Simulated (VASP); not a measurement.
Mg3Si: single point with PBE

The system is Mg3Si.

```
Mg Si
1.0
    -2.55151    2.55151    3.09655
     2.55151   -2.55151    3.09655
     2.55151    2.55151   -3.09655
Mg Si
3 1
Direct
  0.00000 0.00000 0.00000
  0.75000 0.25000 0.50000
  0.25000 0.75000 0.50000
  0.50000 0.50000 0.00000
```

The cell was generated, and may not be a known phase.

```
Program             : VASP 6.6.1
Task                : single point
Functional          : PBE
Potentials or basis : VASP PAW PBE potentials, release 64 (Mg, Si)
Cutoff              : 520 eV
k mesh              : 6 × 6 × 6
Occupations         : gaussian, width 0.1 eV
Spin                : no spin polarisation
```

```
Pressure               : -0.1 GPa
Band gap on the k mesh : zero (bands 5 and 6 overlap by 2.71 eV)
```

Levels at points of the mesh, in eV from the Fermi level:
```tsv
k point	band 2	band 3	band 4	band 5	band 6	band 7	band 8	band 9
(0.00, 0.00, 0.00)	-1.33	-1.20	-0.87	-0.87	0.90	1.25	1.25	2.41
(0.50, 0.00, 0.00)	-5.71	-1.80	-1.39	-1.20	-0.05	1.38	2.03	4.15
(0.50, 0.50, 0.00)	-5.33	-2.75	-2.47	-2.24	-0.55	3.27	4.88	5.16
(0.50, 0.50, 0.50)	-4.58	-3.24	-3.24	-2.87	-1.73	4.23	4.23	5.98
```

Wall time 48 s on 1 thread of AMD EPYC 7R13 (shared host), peak memory 0.18 GiB.
